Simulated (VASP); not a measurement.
Runs of VASP 6.6.1 on BAs. The structure is that of space group F-43m (No. 216), or close to it. The cells are those of the table. 

```csv
task,level,spin,cell,k mesh,cutoff (eV),smearing,grid for exact exchange (PRECFOCK),screening parameter,gap on the mesh (eV),pressure (GPa)
single point,r2SCAN,off,"a = 3.383 Å, angles 60.0°, 2 atoms",8 × 8 × 8,520,fermi-dirac 0.02 eV,-,-,1.39,0.3
single point,PBE,"non-collinear, zero start, SOC","a = 3.383 Å, angles 60.0°, 2 atoms",10 × 10 × 10,520,fermi-dirac 0.02 eV,-,-,-,2.8
single point,PBEsol,off,"a = 3.371 Å, angles 60.0°, 2 atoms",8 × 8 × 8,520,fermi-dirac 0.02 eV,-,-,1.09,0.9
relaxation of cell and atoms,PBE,off,"relaxed from a = 3.294 Å, angles 60.0°, 2 atoms",8 × 8 × 8,600,fermi-dirac 0.02 eV,-,-,1.21,0.0
single point,PBE,off,"a = 3.401 Å, angles 60.0°, 2 atoms",8 × 8 × 8,520,fermi-dirac 0.02 eV,-,-,1.21,(a)
dielectric tensor,r2SCAN,off,"a = 3.383 Å, angles 60.0°, 2 atoms",8 × 8 × 8,520,gaussian 0.01 eV,-,-,1.39,-
dielectric tensor,PBE,off,"a = 3.383 Å, angles 60.0°, 2 atoms",8 × 8 × 8,520,gaussian 0.01 eV,-,-,(b),-
single point,HSE06,off,"a = 3.383 Å, angles 60.0°, 2 atoms",6 × 6 × 6,520,gaussian 0.01 eV,Normal,0.2079 1/Å,1.95,-1.2
```

Alike in all rows: potentials or basis VASP PAW PBE potentials, release 64 (B, As).

Task: Estimate the missing entries.

Result: (a) 0.6; (b) 1.19.

Caveats: the PAW data sets were made with another functional, which shifts forces and pressure a little (some runs).

A k mesh can miss the band edges, and rows without SOC leave out spin-orbit coupling on As.
